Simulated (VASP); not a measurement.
# Ta: single point with r2SCAN

Ta:

```xyz
2
Lattice="2.9237 0.0000 0.0000 -1.4619 2.5320 0.0000 0.0000 0.0000 5.1955" Properties=species:S:1:pos:R:3 pbc="T T T"
Ta    0.0000    1.6880    1.2989
Ta    1.4619    0.8440    3.8967
```

This isn't the form of Ta at room conditions, which is bcc.

```yaml
Program: VASP 6.6.1
Task: single point
Functional: r2SCAN
Potentials_or_basis: VASP PAW PBE potentials, release 64 (Ta_pv)
Cutoff: 520 eV
k_mesh: 14 × 14 × 7
Occupations: fermi-dirac, width 0.1 eV
Spin: no spin polarisation
Dipole_correction: no
Further_INCAR_settings: ALGO = Normal; EDIFF = 1e-06; NBANDS = 18
```

```
Pressure               : -6.5 GPa
Band gap on the k mesh : zero (bands 11 and 12 overlap by 1.71 eV)
```

Levels at points of the mesh, in eV from the Fermi level:
```
           k point  band 8  band 9  band 10  band 11  band 12  band 13  band 14  band 15
(0.00, 0.00, 0.00)   -5.06   -0.52    -0.39     0.70     0.70     1.27     1.27     3.18
(0.50, 0.00, 0.00)   -3.90   -3.33    -0.67    -0.30     0.51     1.05     5.74     6.49
```

Wall time 5.5 min on 1 thread of Intel Xeon 8259CL (shared host), peak memory 0.21 GiB.

Caveat: the cell stands under tension; the PAW data sets were made with another functional, which shifts forces and pressure a little; spin-orbit coupling is left out, which moves the levels of the heavy elements.
